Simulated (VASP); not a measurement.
Wanted: the native input for a VASP 6.6.1 run.

```
Task                   : single point
Functional             : PBEsol
Potentials or basis    : VASP PAW PBE potentials, release 64 (Ga_d, N)
Cutoff                 : 520 eV
k mesh                 : 11 × 11 × 11
Occupations            : fermi-dirac, width 0.05 eV
Spin                   : no spin polarisation
Dipole correction      : no
Further INCAR settings : ALGO = Normal; EDIFF = 1e-07; NBANDS = 16
```

The structure of GaN lies in POSCAR:

```
GaN
1.0
    0.0000000000      2.1209041320      2.1209041320
    2.1209041320      0.0000000000      2.1209041320
    2.1209041320      2.1209041320      0.0000000000
Ga N
1 1
Direct
    0.0000000000      0.0000000000      0.0000000000
    0.5000000000      0.5000000000      0.5000000000
```

This cell differs from its parent crystal: volume scaled by 0.98.

The input as run:

INCAR

```
ALGO = Normal
EDIFF = 1E-7
ENCUT = 520
GGA = PS
ISIF = 2
ISMEAR = -1
LASPH = T
LCHARG = F
LREAL = F
LWAVE = F
NBANDS = 16
NELM = 60
PREC = Accurate
SIGMA = 0.05
```

KPOINTS

```
k-points
0
Gamma
  11 11 11
```

Potentials or basis: VASP PAW PBE potentials, release 64 (Ga_d, N).

The run is started by

```sh
$ cat potpaw_PBE.64/Ga_d/POTCAR potpaw_PBE.64/N/POTCAR > POTCAR
$ mpirun -np 1 vasp_std > vasp.out
```

It gave:

| Property | Result |
| --- | --- |
| Pressure | -3.0 GPa |
| Band gap on the k mesh | 0.59 eV, indirect (least direct gap 2.62 eV) |

Caveat: the PAW data sets were made with another functional, which shifts forces and pressure a little.

Wall time 38 s on 1 thread of AMD EPYC 7R43 64-Core Processor (Zen 3), with other jobs on the host, peak memory 0.11 GiB.
